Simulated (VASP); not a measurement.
Wanted: the native input for a VASP 6.6.1 run.

- Task: single point
- Functional: PBEsol
- Potentials or basis: VASP PAW PBE potentials, release 64 (Ba_sv)
- Cutoff: 520 eV
- k mesh: 4 × 4 × 4
- Occupations: methfessel-paxton, width 0.05 eV
- Spin: no spin polarisation
- Dipole correction: no
- Further INCAR settings: ALGO = Normal; EDIFF = 1e-06; NBANDS = 28

The structure of Ba lies in POSCAR:

```
Ba
1.0
   -4.1311947500      4.1311947500      3.8367706500
    4.1311947500     -4.1311947500      3.8367706500
    4.1311947500      4.1311947500     -3.8367706500
Ba
4
Direct
    0.8181421100      0.6818578900      0.5000000000
    0.1818578900      0.3181421100      0.5000000000
    0.3181421100      0.8181421100      0.1362842200
    0.6818578900      0.1818578900      0.8637157800
```

One way to write it, as run:

INCAR

```
ALGO = Normal
EDIFF = 1E-6
ENCUT = 520
GGA = PS
ISIF = 2
ISMEAR = 1
LASPH = T
LCHARG = F
LREAL = F
LWAVE = F
NBANDS = 28
NELM = 80
PREC = Accurate
SIGMA = 0.05
```

KPOINTS

```
k-points
0
Gamma
  4 4 4
```

Potentials or basis: VASP PAW PBE potentials, release 64 (Ba_sv).

The run is started by

```sh
$ cat potpaw_PBE.64/Ba_sv/POTCAR > POTCAR
$ mpirun -np 1 vasp_std > vasp.out
```

Results of the run:

```
Pressure               : -0.7 GPa
Largest force          : 0.119 eV/Å
Band gap on the k mesh : zero (bands 20 and 21 overlap by 0.22 eV)
```

Caveat: the PAW data sets were made with another functional, which shifts forces and pressure a little; spin-orbit coupling is left out, which moves the levels of the heavy elements.

Wall time 2.5 min on 1 thread of AMD EPYC 7R43 64-Core Processor (Zen 3) (shared host), peak memory 0.36 GiB.
